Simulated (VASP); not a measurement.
# Rh (Pm-3m) in VASP: single point with PBEsol

Aim: the single point of Rh with PBEsol.

Everything below comes from runs of VASP 6.6.1. Logs are shortened: lines on timing, memory, paths and dates and some standing lists are left out, and cuts for length are marked.

## 1. The cell of the first run

It takes space group Pm-3m (No. 221, cubic). The conventional cell has a = 3.910 Å, b = 3.910 Å, c = 3.910 Å, α = 90.00°, β = 90.00°, γ = 90.00°. Within 5.1 Å of Rh (site symmetry m-3m) lie 6 Rh at 3.91 Å.

## 2. Single point, PBEsol

INCAR reads:

```
ALGO = Normal ; EDIFF = 1E-6
ENCUT = 520 ; GGA = PS
ISIF = 2 ; ISMEAR = -1
LASPH = True ; LCHARG = False
LREAL = False ; LWAVE = False
NBANDS = 14 ; NELM = 100
PREC = Accurate ; SIGMA = 0.1
```

KPOINTS reads:

```
k-points
0
Gamma
  6 6 6
```

POSCAR reads:

```
Rh
1.0
    3.9098690000      0.0000000000      0.0000000000
    0.0000000000      3.9098690000      0.0000000000
    0.0000000000      0.0000000000      3.9098690000
Rh
1
Direct
    0.5000000000      0.5000000000      0.5000000000
```

Potentials or basis: VASP PAW PBE potentials, release 64 (Rh_pv).

The run is started by

```sh
cat potpaw_PBE.64/Rh_pv/POTCAR > POTCAR
mpirun -np 1 vasp_std > vasp.out
```

OUTCAR:

```text
EDIFF = 1E-6
   ENCUT = 520
   GGA = PS
   ISIF = 2
   ISMEAR = -1
   LASPH = True
   LREAL = False
   NELM = 100
   PREC = Accurate

 ion  position               nearest neighbor table
   1  0.500  0.500  0.500-

  LATTYP: Found a simple cubic cell.
 ALAT       =     3.9098690000

  Lattice vectors:

 A1 = (   3.9098690000,   0.0000000000,   0.0000000000)
 A2 = (   0.0000000000,   3.9098690000,   0.0000000000)
 A3 = (   0.0000000000,   0.0000000000,   3.9098690000)

Analysis of symmetry for initial positions (statically):
=====================================================================
 Subroutine PRICEL returns:
 Original cell was already a primitive cell.

 Routine SETGRP: Setting up the symmetry group for a
 simple cubic supercell.

 Subroutine GETGRP returns: Found 48 space group operations
 (whereof 48 operations were pure point group operations)
 out of a pool of 48 trial point group operations.

The static configuration has the point symmetry O_h .

Analysis of symmetry for dynamics (positions and initial velocities):
=====================================================================
 Subroutine PRICEL returns:
 Original cell was already a primitive cell.

 Routine SETGRP: Setting up the symmetry group for a
 simple cubic supercell.

 Subroutine GETGRP returns: Found 48 space group operations
 (whereof 48 operations were pure point group operations)
 out of a pool of 48 trial point group operations.

The dynamic configuration has the point symmetry O_h .

 Subroutine INISYM returns: Found 48 space group operations
 (whereof 48 operations are pure point group operations),
 and found     1 'primitive' translations

----------------------------------------------------------------------------------------

                                     Primitive cell

  volume of cell :      59.7705

  direct lattice vectors                    reciprocal lattice vectors
     3.909869000  0.000000000  0.000000000     0.255763045  0.000000000  0.000000000
     0.000000000  3.909869000  0.000000000     0.000000000  0.255763045  0.000000000
     0.000000000  0.000000000  3.909869000     0.000000000  0.000000000  0.255763045

  length of vectors
     3.909869000  3.909869000  3.909869000     0.255763045  0.255763045  0.255763045

  position of ions in fractional coordinates (direct lattice)
     0.500000000  0.500000000  0.500000000

  ion indices of the primitive-cell ions
   primitive index   ion index
                 1           1

----------------------------------------------------------------------------------------

 KPOINTS: k-points

Automatic generation of k-mesh.
 Grid dimensions read from file:
 generate k-points for:    6    6    6

 Generating k-lattice:

  Cartesian coordinates                     Fractional coordinates (reciprocal lattice)
     0.042627174  0.000000000  0.000000000     0.166666667  0.000000000  0.000000000
     0.000000000  0.042627174  0.000000000     0.000000000  0.166666667  0.000000000
     0.000000000  0.000000000  0.042627174     0.000000000  0.000000000  0.166666667

  Length of vectors
     0.042627174  0.042627174  0.042627174

  Shift w.r.t. Gamma in fractional coordinates (k-lattice)
     0.000000000  0.000000000  0.000000000

 Subroutine IBZKPT returns following result:
 ===========================================

 Found     20 irreducible k-points:

 Following reciprocal coordinates:
            Coordinates               Weight
  0.000000  0.000000  0.000000      1.000000
  0.166667  0.000000  0.000000      6.000000
  0.333333  0.000000  0.000000      6.000000
  0.500000  0.000000  0.000000      3.000000
  0.166667  0.166667  0.000000     12.000000
  0.333333  0.166667  0.000000     24.000000
[... 12 lines left out ...]
  0.500000  0.500000  0.333333      6.000000
  0.500000  0.500000  0.500000      1.000000
   k-points           NKPTS =     20   k-points in BZ     NKDIM =     20   number of bands    NBANDS=     14
   number of dos      NEDOS =    301   number of ions     NIONS =      1
   total plane-waves  NPLWV =  27000
   dimension x,y,z NGX =    30 NGY =   30 NGZ =   30
   dimension x,y,z NGXF=    60 NGYF=   60 NGZF=   60
   ions per type =               1
   NGX,Y,Z   is equivalent  to a cutoff of  12.76, 12.76, 12.76 a.u.
   NGXF,Y,Z  is equivalent  to a cutoff of  25.51, 25.51, 25.51 a.u.
 SYSTEM =  unknown system
   PREC   = accura    normal or accurate (medium, high low for compatibility)
   ISTART =      0    job   : 0-new  1-cont  2-samecut
   ICHARG =      2    charge: 1-file 2-atom 10-const
   ISPIN  =      1    spin polarized calculation?
   LNONCOLLINEAR =      F non collinear calculations
   LSORBIT =      F    spin-orbit coupling
   LASPH  =      T    aspherical Exc in radial PAW
   ENCUT  =  520.0 eV  38.22 Ry    6.18 a.u.   7.27  7.27  7.27*2*pi/ulx,y,z
   NELM   =    100;   NELMIN=  2; NELMDL= -5     # of ELM steps
   EDIFF  = 0.1E-05   stopping-criterion for ELM
   LREAL  =      F    real-space projection
   EDIFFG = 0.1E-04   stopping-criterion for IOM
   NSW    =      0    number of steps for IOM
   IBRION =     -1    ionic relax: 0-MD 1-quasi-New 2-CG
   NFREE  =      0    steps in history (QN), initial steepest desc. (CG)
   ISIF   =      2    stress and relaxation
   ISYM   =      2    0-nonsym 1-usesym 2-fastsym
   POTIM  = 0.5000    time-step for ionic-motion
   TEBEG  =    0.0;   TEEND  =   0.0 temperature during run
   PSTRESS=    0.0 pullay stress
   NELECT =      15.0000    total number of electrons
   NUPDOWN=      -1.0000    fix difference up-down
   EMIN   =  10.00;   EMAX   =-10.00  energy-range for DOS
   EFERMI =   0.00;   METHOD = LEGACY
   ISMEAR =    -1;   SIGMA  =   0.10  broadening in eV -4-tet -1-fermi 0-gaus
   EFERMI_NEDOS =   21; number of points for ismear=-14 and -15
   IALGO  =     38    algorithm
   IMIX   =      4    mixing-type and parameters
     AMIX     =   0.40;   BMIX     =  1.00
     AMIX_MAG =   1.60;   BMIX_MAG =  1.00
  volume/ion in A,a.u.               =      59.77       403.35
  Fermi-wavevector in a.u.,A,eV,Ry     =   1.032626  1.951380 14.508115  1.066316
  Thomas-Fermi vector in A             =   2.166833
   LORBIT       =      0    0 simple, 1 ext, 2 COOP (PROOUT), +10 PAW based schemes
   GGA     = PS    functional components
   LHFCALC =     F    Hartree Fock is set to
   AEXX    =    0.0000 exact exchange contribution
   IVDW    =     0    specifies the selected vdW correction
   LEPSILON=     F    determine dielectric tensor
   LRPA    =     F    only Hartree local field effects (RPA)
 non-spin polarized calculation
  energy-cutoff  :      520.00
  volume of cell :       59.77
 maximum number of plane-waves:      1640
 NGX is ok and might be reduce to    30
   NGX = 15   NGY = 15   NGZ = 15

 number of electron      15.0000001 magnetization

 Free energy of the ion-electron system (eV)
  ---------------------------------------------------
  ext. energy  EPLUGINS =         0.00000000
  ---------------------------------------------------
  free energy    TOTEN  =        -2.55635425 eV

  energy without entropy =       -2.27836305  energy(sigma->0) =       -2.41735865

 E-fermi :  -1.2478     XC(G=0):  -6.6088

 val. band max:       -1.2512557690   @ k =   0.1667   0.0000   0.0000
 cond. band min:      -1.2416914562   @ k =   0.3333   0.0000   0.0000
 fundamental gap:      0.0095643128
 Fermi energy:        -1.2478159367

 k-point     1 :       0.0000    0.0000    0.0000
  band No.  band energies     occupation
      1     -45.8096      2.00000
      2     -45.8096      2.00000
      3     -45.8096      2.00000
      4      -2.7897      2.00000
      5      -1.9983      1.99890
      6      -1.9983      1.99890
      7      -1.2560      1.04097
      8      -1.2560      1.04097
      9      -1.2560      1.04097
     10       7.2513      0.00000
     11       7.2513      0.00000
     12       7.2513      0.00000
     13       9.1937      0.00000
     14       9.9792      0.00000

 k-point     2 :       0.1667    0.0000    0.0000
  band No.  band energies     occupation
      1     -45.8106      2.00000
      2     -45.8096      2.00000
      3     -45.8096      2.00000
      4      -2.5309      1.99999
      5      -1.9813      1.99870
      6      -1.8768      1.99629
      7      -1.3127      1.31358
      8      -1.3127      1.31358
      9      -1.2513      1.01720
     10       5.0961      0.00000
     11       7.5849      0.00000
     12       7.5849      0.00000
     13       9.6060      0.00000
     14      10.1077      0.00000

 k-point     3 :       0.3333    0.0000    0.0000
  band No.  band energies     occupation
      1     -45.8127      2.00000
      2     -45.8094      2.00000
      3     -45.8094      2.00000
      4      -2.1307      1.99971
      5      -1.9467      1.99816
      6      -1.4214      1.70023
      7      -1.4214      1.70023
      8      -1.2417      0.96939
      9      -1.2083      0.80494
     10       2.5361      0.00000
     11       8.4300      0.00000
     12       8.4300      0.00000
     13      10.1047      0.00000
     14      10.4859      0.00000

 k-point     4 :       0.5000    0.0000    0.0000
  band No.  band energies     occupation
      1     -45.8137      2.00000
      2     -45.8094      2.00000
      3     -45.8094      2.00000
      4      -2.0225      1.99914
      5      -1.9293      1.99781
      6      -1.4735      1.81055
      7      -1.4735      1.81055
      8      -1.2369      0.94528
      9      -0.0368      0.00001
     10       0.7654      0.00000
     11       9.0602      0.00000
     12       9.0602      0.00000
     13      10.6170      0.00000
     14      10.8471      0.00000

 k-point     5 :       0.1667    0.1667    0.0000
  band No.  band energies     occupation
      1     -45.8106      2.00000
      2     -45.8106      2.00000
      3     -45.8095      2.00000
      4      -2.2763      1.99993
      5      -1.8909      1.99678
      6      -1.8337      1.99431
      7      -1.3662      1.53118
      8      -1.3117      1.30915
      9      -1.3017      1.26328
     10       5.3879      0.00000
     11       5.4031      0.00000
[... 208 lines left out ...]
 k-point    18 :       0.5000    0.3333    0.3333
  band No.  band energies     occupation
      1     -45.8133      2.00000
      2     -45.8122      2.00000
      3     -45.8122      2.00000
      4      -1.7737      1.98965
      5      -1.7220      1.98271
      6      -1.6525      1.96565
      7      -1.3468      1.45820
      8      -1.2013      0.77156
      9       1.5480      0.00000
     10       3.0566      0.00000
     11       5.0743      0.00000
     12       5.8448      0.00000
     13       7.0232      0.00000
     14       8.1289      0.00000

 k-point    19 :       0.5000    0.5000    0.3333
  band No.  band energies     occupation
      1     -45.8132      2.00000
      2     -45.8132      2.00000
      3     -45.8121      2.00000
      4      -1.8321      1.99422
      5      -1.7227      1.98282
      6      -1.7227      1.98282
      7      -1.2762      1.14117
      8      -1.0754      0.30257
      9       2.5442      0.00000
     10       3.6380      0.00000
     11       3.6380      0.00000
     12       6.2056      0.00000
     13       6.3886      0.00000
     14       8.7085      0.00000

 k-point    20 :       0.5000    0.5000    0.5000
  band No.  band energies     occupation
      1     -45.8131      2.00000
      2     -45.8131      2.00000
      3     -45.8131      2.00000
      4      -1.8043      1.99237
      5      -1.8043      1.99237
      6      -1.8043      1.99237
      7      -1.0722      0.29455
      8      -1.0722      0.29455
      9       3.7508      0.00000
     10       4.1840      0.00000
     11       4.1840      0.00000
     12       4.1840      0.00000
     13       7.2357      0.00000
     14       7.7619      0.00000

------------------------ aborting loop because EDIFF is reached ----------------------------------------

  FORCE on cell =-STRESS in cart. coord.  units (eV):
  Direction    XX          YY          ZZ          XY          YZ          ZX
  --------------------------------------------------------------------------------------
  -------------------------------------------------------------------------------------
  Total       -2.4145725     -2.4145725     -2.4145725     -0.0000000     -0.0000000      0.0000000
  in kB      -64.7238300    -64.7238300    -64.7238300     -0.0000000     -0.0000000      0.0000000
  external PRESSURE =     -64.7238300 kB  Pullay stress =       0.0000000 kB

 VOLUME and BASIS-vectors are now :
 -----------------------------------------------------------------------------
  energy-cutoff  :      520.00
  volume of cell :       59.77
      direct lattice vectors                 reciprocal lattice vectors
     3.909869000  0.000000000  0.000000000     0.255763045  0.000000000  0.000000000
     0.000000000  3.909869000  0.000000000     0.000000000  0.255763045  0.000000000
     0.000000000  0.000000000  3.909869000     0.000000000  0.000000000  0.255763045

 POSITION                                       TOTAL-FORCE (eV/Angst)
 -----------------------------------------------------------------------------------
      1.95493      1.95493      1.95493         0.000000      0.000000      0.000000
 -----------------------------------------------------------------------------------
    total drift:                                0.000000      0.000000      0.000000

  FREE ENERGIE OF THE ION-ELECTRON SYSTEM (eV)
  ---------------------------------------------------
  free  energy   TOTEN  =        -2.5563542461 eV

  energy  without entropy=       -2.2783630458  energy(sigma->0) =       -2.41735865
```

Wall time 5.1 s (1 thread of Intel Xeon 6975P-C (Granite Rapids), shared host); peak memory 0.16 GiB.

What came out:

```yaml
Free_energy: -2.5564 eV
Pressure: -6.5 GPa
```

Caveat: the PAW data sets were made with another functional, which shifts forces and pressure a little.
